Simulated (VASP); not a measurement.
# BN (sol2) (P6_3mc) in VASP: notebook

Runs on BN (sol2). Level: PBEsol. Tasks: single point.

Program: VASP 6.6.1. These are calculated values, not measurements. Logs are shortened: lines on timing, memory, paths and dates and some standing lists are left out, and cuts for length are marked.

### Step 1. The cell of the first run

It takes space group P6_3mc (No. 186, hexagonal). Conventional cell: a = 2.547 Å, b = 2.547 Å, c = 4.161 Å, α = 90.00°, β = 90.00°, γ = 120.00°. B (site symmetry 3m) has 4 N at 1.56 Å within 2.1 Å. N (site symmetry 3m) has 4 B at 1.56 Å within 2.1 Å.

### Step 2. Single point, PBEsol (strained cell)

INCAR reads:

```
SYSTEM = BN
PREC = Accurate
ENCUT = 520
EDIFF = 1E-7
ISMEAR = 0
SIGMA = 0.02
LREAL = .False.
LASPH = .True.
NELM = 100
ALGO = Normal
ISIF = 2
LWAVE = .False.
LCHARG = .False.
GGA = PS
NBANDS = 16
```

KPOINTS reads:

```
Automatic mesh
0
Gamma
  9 9 6
  0 0 0
```

POSCAR reads:

```
BN
1.0
    2.5469119604      0.0000000000      0.0000000000
   -1.2734559802      2.2056904589      0.0000000000
    0.0000000000      0.0000000000      4.1606277799
B N
2 2
Direct
    0.3333333333      0.6666666667     -0.0003702338
    0.6666666667      0.3333333333      0.4996297662
    0.3333333333      0.6666666667      0.3743702338
    0.6666666667      0.3333333333      0.8743702338
```

Potentials or basis: VASP PAW PBE potentials, release 64 (B, N).

Started as:

```sh
cat potpaw_PBE.64/B/POTCAR potpaw_PBE.64/N/POTCAR > POTCAR
mpirun -np 1 vasp_std > vasp.out
```

OUTCAR:

```text
SYSTEM = BN
   PREC = Accurate
   ENCUT = 520
   EDIFF = 1E-7
   ISMEAR = 0
   LREAL = .False.
   LASPH = .True.
   NELM = 100
   ISIF = 2
   GGA = PS

 ion  position               nearest neighbor table
   1  0.333  0.667  1.000-   3 1.56   4 1.56   4 1.56   4 1.56
   2  0.667  0.333  0.500-   4 1.56   3 1.56   3 1.56   3 1.56
   3  0.333  0.667  0.374-   1 1.56   2 1.56   2 1.56   2 1.56
   4  0.667  0.333  0.874-   2 1.56   1 1.56   1 1.56   1 1.56

  LATTYP: Found a hexagonal cell.
 ALAT       =     2.5469119604
 C/A-ratio  =     1.6335970165

  Lattice vectors:

 A1 = (   2.5469119604,   0.0000000000,   0.0000000000)
 A2 = (  -1.2734559802,   2.2056904589,   0.0000000000)
 A3 = (   0.0000000000,   0.0000000000,   4.1606277799)

Analysis of symmetry for initial positions (statically):
=====================================================================
 Subroutine PRICEL returns:
 Original cell was already a primitive cell.

 Routine SETGRP: Setting up the symmetry group for a
 hexagonal supercell.

 Subroutine GETGRP returns: Found 12 space group operations
 (whereof  6 operations were pure point group operations)
 out of a pool of 24 trial point group operations.

The static configuration has the point symmetry C_3v.
 The point group associated with its full space group is C_6v.

Analysis of symmetry for dynamics (positions and initial velocities):
=====================================================================
 Subroutine PRICEL returns:
 Original cell was already a primitive cell.

 Routine SETGRP: Setting up the symmetry group for a
 hexagonal supercell.

 Subroutine GETGRP returns: Found 12 space group operations
 (whereof  6 operations were pure point group operations)
 out of a pool of 24 trial point group operations.

The dynamic configuration has the point symmetry C_3v.
 The point group associated with its full space group is C_6v.

 Subroutine INISYM returns: Found 12 space group operations
 (whereof  6 operations are pure point group operations),
 and found     1 'primitive' translations

----------------------------------------------------------------------------------------

                                     Primitive cell

  volume of cell :      23.3732

  direct lattice vectors                    reciprocal lattice vectors
     2.546911960  0.000000000  0.000000000     0.392632339  0.226686387  0.000000000
    -1.273455980  2.205690459  0.000000000     0.000000000  0.453372773  0.000000000
     0.000000000  0.000000000  4.160627780     0.000000000  0.000000000  0.240348345

  length of vectors
     2.546911960  2.546911960  4.160627780     0.453372773  0.453372773  0.240348345

  position of ions in fractional coordinates (direct lattice)
     0.333333333  0.666666667  0.999629766
     0.666666667  0.333333333  0.499629766
     0.333333333  0.666666667  0.374370234
     0.666666667  0.333333333  0.874370234

  ion indices of the primitive-cell ions
   primitive index   ion index
                 1           1
                 2           2
                 3           3
                 4           4

----------------------------------------------------------------------------------------

 KPOINTS: Automatic mesh

Automatic generation of k-mesh.
 Grid dimensions read from file:
 generate k-points for:    9    9    6

 Generating k-lattice:

  Cartesian coordinates                     Fractional coordinates (reciprocal lattice)
     0.043625815  0.025187376  0.000000000     0.111111111 -0.000000000  0.000000000
     0.000000000  0.050374753  0.000000000     0.000000000  0.111111111  0.000000000
     0.000000000  0.000000000  0.040058057     0.000000000  0.000000000  0.166666667

  Length of vectors
     0.050374753  0.050374753  0.040058057

  Shift w.r.t. Gamma in fractional coordinates (k-lattice)
     0.000000000  0.000000000  0.000000000

 Subroutine IBZKPT returns following result:
 ===========================================

 Found     48 irreducible k-points:

 Following reciprocal coordinates:
            Coordinates               Weight
  0.000000  0.000000  0.000000      1.000000
  0.111111 -0.000000  0.000000      6.000000
  0.222222  0.000000  0.000000      6.000000
  0.333333  0.000000  0.000000      6.000000
  0.444444  0.000000  0.000000      6.000000
  0.111111  0.111111  0.000000      6.000000
[... 16 lines left out ...]
  0.333333  0.222222  0.166667     24.000000
  0.333333  0.333333  0.166667      4.000000
 [... further k-points ...]
   k-points           NKPTS =     48   k-points in BZ     NKDIM =     48   number of bands    NBANDS=     16
   number of dos      NEDOS =    301   number of ions     NIONS =      4
   total plane-waves  NPLWV =  12800
   dimension x,y,z NGX =    20 NGY =   20 NGZ =   32
   dimension x,y,z NGXF=    40 NGYF=   40 NGZF=   64
   ions per type =               2   2
   NGX,Y,Z   is equivalent  to a cutoff of  13.05, 13.05, 12.79 a.u.
   NGXF,Y,Z  is equivalent  to a cutoff of  26.11, 26.11, 25.57 a.u.
 SYSTEM =  BN
   PREC   = accura    normal or accurate (medium, high low for compatibility)
   ISTART =      0    job   : 0-new  1-cont  2-samecut
   ICHARG =      2    charge: 1-file 2-atom 10-const
   ISPIN  =      1    spin polarized calculation?
   LNONCOLLINEAR =      F non collinear calculations
   LSORBIT =      F    spin-orbit coupling
   LASPH  =      T    aspherical Exc in radial PAW
   ENCUT  =  520.0 eV  38.22 Ry    6.18 a.u.   4.74  4.74  7.74*2*pi/ulx,y,z
   NELM   =    100;   NELMIN=  2; NELMDL= -5     # of ELM steps
   EDIFF  = 0.1E-06   stopping-criterion for ELM
   LREAL  =      F    real-space projection
   EDIFFG = 0.1E-05   stopping-criterion for IOM
   NSW    =      0    number of steps for IOM
   IBRION =     -1    ionic relax: 0-MD 1-quasi-New 2-CG
   NFREE  =      0    steps in history (QN), initial steepest desc. (CG)
   ISIF   =      2    stress and relaxation
   ISYM   =      2    0-nonsym 1-usesym 2-fastsym
   POTIM  = 0.5000    time-step for ionic-motion
   TEBEG  =    0.0;   TEEND  =   0.0 temperature during run
   PSTRESS=    0.0 pullay stress
   NELECT =      16.0000    total number of electrons
   NUPDOWN=      -1.0000    fix difference up-down
   EMIN   =  10.00;   EMAX   =-10.00  energy-range for DOS
   EFERMI =   0.00;   METHOD = LEGACY
   ISMEAR =     0;   SIGMA  =   0.02  broadening in eV -4-tet -1-fermi 0-gaus
   EFERMI_NEDOS =   21; number of points for ismear=-14 and -15
   IALGO  =     38    algorithm
   IMIX   =      4    mixing-type and parameters
     AMIX     =   0.40;   BMIX     =  1.00
     AMIX_MAG =   1.60;   BMIX_MAG =  1.00
  volume/ion in A,a.u.               =       5.84        39.43
  Fermi-wavevector in a.u.,A,eV,Ry     =   1.442810  2.726515 28.323244  2.081700
  Thomas-Fermi vector in A             =   2.561288
   LORBIT       =      0    0 simple, 1 ext, 2 COOP (PROOUT), +10 PAW based schemes
   GGA     = PS    functional components
   LHFCALC =     F    Hartree Fock is set to
   AEXX    =    0.0000 exact exchange contribution
   IVDW    =     0    specifies the selected vdW correction
   LEPSILON=     F    determine dielectric tensor
   LRPA    =     F    only Hartree local field effects (RPA)
 non-spin polarized calculation
 Gauss-broadening in eV      SIGMA  =   0.02
  energy-cutoff  :      520.00
  volume of cell :       23.37
 maximum number of plane-waves:       652
 NGX is ok and might be reduce to    20
   NGX =  9   NGY =  9   NGZ = 15

 number of electron      16.0000001 magnetization

 Free energy of the ion-electron system (eV)
  ---------------------------------------------------
  ext. energy  EPLUGINS =         0.00000000
  ---------------------------------------------------
  free energy    TOTEN  =       -36.61644419 eV

  energy without entropy =      -36.61644419  energy(sigma->0) =      -36.61644419

 E-fermi :   7.8187     XC(G=0): -13.0584

 val. band max:        7.6442631318   @ k =   0.0000   0.0000   0.0000
 cond. band min:      12.6437091987   @ k =   0.3333   0.3333   0.0000
 fundamental gap:      4.9994460670
 Fermi energy:         7.8187296351

 k-point     1 :       0.0000    0.0000    0.0000
  band No.  band energies     occupation
      1     -12.9001      2.00000
      2      -8.5323      2.00000
      3      -3.4274      2.00000
      4       5.3922      2.00000
      5       5.3922      2.00000
      6       7.4171      2.00000
[... 8 lines left out ...]
     15      19.5727      0.00000
     16      24.0128      0.00000

 k-point     2 :       0.1111   -0.0000    0.0000
  band No.  band energies     occupation
      1     -12.6305      2.00000
      2      -8.3288      2.00000
      3      -3.1618      2.00000
      4       4.2104      2.00000
      5       4.9066      2.00000
      6       6.6663      2.00000
[... 8 lines left out ...]
     15      20.3434      0.00000
     16      23.5567      0.00000

 k-point     3 :       0.2222    0.0000    0.0000
  band No.  band energies     occupation
      1     -11.8374      2.00000
      2      -7.7766      2.00000
      3      -2.3840      2.00000
      4       1.7063      2.00000
      5       3.9253      2.00000
      6       4.5011      2.00000
[... 8 lines left out ...]
     15      22.1708      0.00000
     16      22.8217      0.00000

 k-point     4 :       0.3333    0.0000    0.0000
  band No.  band energies     occupation
      1     -10.5863      2.00000
      2      -7.1566      2.00000
      3      -1.2080      2.00000
      4      -0.6732      2.00000
      5       2.1334      2.00000
      6       3.0505      2.00000
[... 8 lines left out ...]
     15      23.7593      0.00000
     16      24.1525      0.00000

 k-point     5 :       0.4444    0.0000    0.0000
  band No.  band energies     occupation
      1      -9.1323      2.00000
      2      -7.2285      2.00000
      3      -1.8736      2.00000
      4       0.0088      2.00000
      5       0.4795      2.00000
      6       2.5635      2.00000
[... 8 lines left out ...]
     15      23.9827      0.00000
     16      25.4281      0.00000

 k-point     6 :       0.1111    0.1111    0.0000
  band No.  band energies     occupation
      1     -12.0987      2.00000
      2      -7.9482      2.00000
      3      -2.6391      2.00000
      4       2.7038      2.00000
      5       3.6629      2.00000
      6       5.5016      2.00000
[... 8 lines left out ...]
     15      21.9368      0.00000
     16      23.0656      0.00000

 k-point     7 :       0.2222    0.1111    0.0000
  band No.  band energies     occupation
      1     -11.0720      2.00000
      2      -7.3314      2.00000
      3      -1.6378      2.00000
      4       0.4925      2.00000
      5       2.1623      2.00000
      6       3.7228      2.00000
[... 8 lines left out ...]
     15      22.9178      0.00000
     16      23.7678      0.00000

 k-point     8 :       0.3333    0.1111    0.0000
  band No.  band energies     occupation
      1      -9.6747      2.00000
      2      -6.9785      2.00000
      3      -1.3594      2.00000
      4      -0.2842      2.00000
      5       0.9087      2.00000
      6       2.1861      2.00000
[... 8 lines left out ...]
     15      23.5233      0.00000
     16      24.2762      0.00000

 k-point     9 :       0.4444    0.1111    0.0000
  band No.  band energies     occupation
      1      -8.5919      2.00000
      2      -7.3529      2.00000
      3      -1.8190      2.00000
      4       0.0051      2.00000
      5       0.7840      2.00000
      6       1.7172      2.00000
[... 8 lines left out ...]
     15      23.8612      0.00000
     16      25.3203      0.00000
[... 172 lines left out ...]
 k-point    19 :       0.2222    0.1111    0.1667
  band No.  band energies     occupation
      1     -10.9126      2.00000
      2      -7.7886      2.00000
      3      -1.1404      2.00000
      4       0.8295      2.00000
      5       2.1506      2.00000
      6       3.3703      2.00000
[... 8 lines left out ...]
     15      22.7799      0.00000
     16      23.6123      0.00000

 k-point    20 :       0.3333    0.1111    0.1667
  band No.  band energies     occupation
      1      -9.5359      2.00000
      2      -7.2120      2.00000
      3      -1.7340      2.00000
      4       0.2348      2.00000
      5       0.9089      2.00000
      6       2.1996      2.00000
[... 8 lines left out ...]
     15      24.0715      0.00000
     16      24.2991      0.00000

 k-point    21 :       0.4444    0.1111    0.1667
  band No.  band energies     occupation
      1      -8.4903      2.00000
      2      -7.3864      2.00000
      3      -2.1817      2.00000
      4      -0.6102      2.00000
      5       1.2574      2.00000
      6       2.1246      2.00000
[... 8 lines left out ...]
     15      24.4593      0.00000
     16      25.0481      0.00000

 k-point    22 :       0.2222    0.2222    0.1667
  band No.  band energies     occupation
      1      -9.7349      2.00000
      2      -7.1869      2.00000
      3      -0.9842      2.00000
      4       0.0741      2.00000
      5       0.8869      2.00000
      6       2.0685      2.00000
[... 8 lines left out ...]
     15      23.0544      0.00000
     16      23.9823      0.00000

 k-point    23 :       0.3333    0.2222    0.1667
  band No.  band energies     occupation
      1      -8.4096      2.00000
      2      -7.1043      2.00000
      3      -1.6184      2.00000
      4      -0.4832      2.00000
      5       0.5403      2.00000
      6       1.9024      2.00000
[... 8 lines left out ...]
     15      23.6207      0.00000
     16      24.2489      0.00000

 k-point    24 :       0.3333    0.3333    0.1667
  band No.  band energies     occupation
      1      -7.4724      2.00000
      2      -7.4724      2.00000
      3      -1.6329      2.00000
      4      -0.2482      2.00000
      5      -0.2482      2.00000
      6       1.7686      2.00000
[... 8 lines left out ...]
     15      23.8659      0.00000
     16      23.8659      0.00000

 [... further k-points ...]
[... 5 lines left out ...]
  --------------------------------------------------------------------------------------
  -------------------------------------------------------------------------------------
  Total       -0.1819790     -0.1819790      1.6484121      0.0000000      0.0000000      0.0000000
  in kB      -12.4742528    -12.4742528    112.9949465      0.0000000      0.0000000      0.0000000
  external PRESSURE =      29.3488136 kB  Pullay stress =       0.0000000 kB

 VOLUME and BASIS-vectors are now :
 -----------------------------------------------------------------------------
  energy-cutoff  :      520.00
  volume of cell :       23.37
      direct lattice vectors                 reciprocal lattice vectors
     2.546911960  0.000000000  0.000000000     0.392632339  0.226686387  0.000000000
    -1.273455980  2.205690459  0.000000000     0.000000000  0.453372773  0.000000000
     0.000000000  0.000000000  4.160627780     0.000000000  0.000000000  0.240348345

 POSITION                                       TOTAL-FORCE (eV/Angst)
 -----------------------------------------------------------------------------------
     -0.00000      1.47046      4.15909         0.000000     -0.000000     -0.000609
      1.27346      0.73523      2.07877        -0.000000      0.000000     -0.000609
     -0.00000      1.47046      1.55762         0.000000     -0.000000      0.000609
      1.27346      0.73523      3.63793        -0.000000     -0.000000      0.000609
 -----------------------------------------------------------------------------------
    total drift:                               -0.000000     -0.000000     -0.000199

  FREE ENERGIE OF THE ION-ELECTRON SYSTEM (eV)
  ---------------------------------------------------
  free  energy   TOTEN  =       -36.6164441931 eV

  energy  without entropy=      -36.6164441931  energy(sigma->0) =      -36.61644419
```

Wall time 8.2 s (1 thread of Intel Xeon 6975P-C (Granite Rapids), shared host); peak memory 0.13 GiB.

What came out:

| Property | Result |
| --- | --- |
| Free energy | -36.6164 eV |
| Pressure | 2.9 GPa |
| Band gap on the k mesh | 5.00 eV, indirect (least direct gap 8.18 eV) |

Stress tensor (GPa, compression positive):
```
-1.25  0.00  0.00
 0.00 -1.25  0.00
 0.00  0.00 11.30
```

Levels at points of the mesh, in eV from the valence-band top:
```
           k point  band 6  band 7  band 8  band 9  band 10  band 11
(0.00, 0.00, 0.00)   -0.23    0.00    0.00    8.24     8.24     9.00
(0.00, 0.00, 0.50)   -1.25   -1.25   -1.25    9.36     9.36     9.85
```

Caveat: the cell differs from its parent crystal (strained cell); the PAW data sets were made with another functional, which shifts forces and pressure a little. A k mesh can miss the band edges.

### Step 3. Single point, PBEsol (strained cell)

INCAR reads:

```
SYSTEM = BN
  PREC = Accurate
  ENCUT = 520
  EDIFF = 1E-6
  ISMEAR = 0
  SIGMA = 0.02
  LREAL = .False.
  LASPH = .True.
  NELM = 60
  ALGO = Normal
  ISIF = 2
  LWAVE = .False.
  LCHARG = .False.
  GGA = PS
  NBANDS = 16
```

KPOINTS is that of step 2.

POSCAR reads:

```
BN
1.0
    2.5118406711      0.0000000000      0.0000000000
   -1.2559203355      2.1753178314      0.0000000000
    0.0000000000      0.0000000000      4.1606277799
B N
2 2
Direct
    0.3333333333      0.6666666667     -0.0000934330
    0.6666666667      0.3333333333      0.4999065670
    0.3333333333      0.6666666667      0.3740934330
    0.6666666667      0.3333333333      0.8740934330
```

Potentials or basis: VASP PAW PBE potentials, release 64 (B, N).

Started as:

```sh
cat potpaw_PBE.64/B/POTCAR potpaw_PBE.64/N/POTCAR > POTCAR
mpirun -np 1 vasp_std > vasp.out
```

OUTCAR:

```text
SYSTEM = BN
   PREC = Accurate
   ENCUT = 520
   EDIFF = 1E-6
   ISMEAR = 0
   LREAL = .False.
   LASPH = .True.
   NELM = 60
   ISIF = 2
   GGA = PS

 ion  position               nearest neighbor table
   1  0.333  0.667  1.000-   4 1.54   4 1.54   4 1.54   3 1.56
   2  0.667  0.333  0.500-   3 1.54   3 1.54   3 1.54   4 1.56
   3  0.333  0.667  0.374-   2 1.54   2 1.54   2 1.54   1 1.56
   4  0.667  0.333  0.874-   1 1.54   1 1.54   1 1.54   2 1.56

  LATTYP: Found a hexagonal cell.
 ALAT       =     2.5118406711
 C/A-ratio  =     1.6564059288

[... 649 lines left out ...]

 [... further k-points ...]
[... 5 lines left out ...]
  --------------------------------------------------------------------------------------
  -------------------------------------------------------------------------------------
  Total        2.0969290      2.0969290      1.9259446      0.0000000      0.0000000      0.0000000
  in kB      147.7816933    147.7816933    135.7315133      0.0000000      0.0000000      0.0000000
  external PRESSURE =     143.7649666 kB  Pullay stress =       0.0000000 kB

 VOLUME and BASIS-vectors are now :
 -----------------------------------------------------------------------------
  energy-cutoff  :      520.00
  volume of cell :       22.73
      direct lattice vectors                 reciprocal lattice vectors
     2.511840671  0.000000000  0.000000000     0.398114423  0.229851469  0.000000000
    -1.255920335  2.175317831  0.000000000     0.000000000  0.459702939  0.000000000
     0.000000000  0.000000000  4.160627780     0.000000000  0.000000000  0.240348345

 POSITION                                       TOTAL-FORCE (eV/Angst)
 -----------------------------------------------------------------------------------
     -0.00000      1.45021      4.16024         0.000000     -0.000000      0.004355
      1.25592      0.72511      2.07993        -0.000000      0.000000      0.004355
     -0.00000      1.45021      1.55646        -0.000000     -0.000000     -0.004355
      1.25592      0.72511      3.63678        -0.000000      0.000000     -0.004355
 -----------------------------------------------------------------------------------
    total drift:                               -0.000000      0.000000     -0.000575

  FREE ENERGIE OF THE ION-ELECTRON SYSTEM (eV)
  ---------------------------------------------------
  free  energy   TOTEN  =       -36.5891264871 eV

  energy  without entropy=      -36.5891264871  energy(sigma->0) =      -36.58912649
```

Run time: 7.4 s. Hardware: 1 thread of Intel Xeon 6975P-C (Granite Rapids), shared host; peak memory 0.13 GiB.

Results:

```
Free energy            : -36.5891 eV
Pressure               : 14.4 GPa
Largest force          : 0.004 eV/Å
Band gap on the k mesh : 4.86 eV, indirect (least direct gap 8.37 eV)
```

Forces in eV/Å, atoms in the order of the input:
```
B    0.000  0.000  0.004
B    0.000  0.000  0.004
N    0.000  0.000 -0.004
N    0.000  0.000 -0.004
```

Caveat: the cell differs from its parent crystal (strained cell); the PAW data sets were made with another functional, which shifts forces and pressure a little.
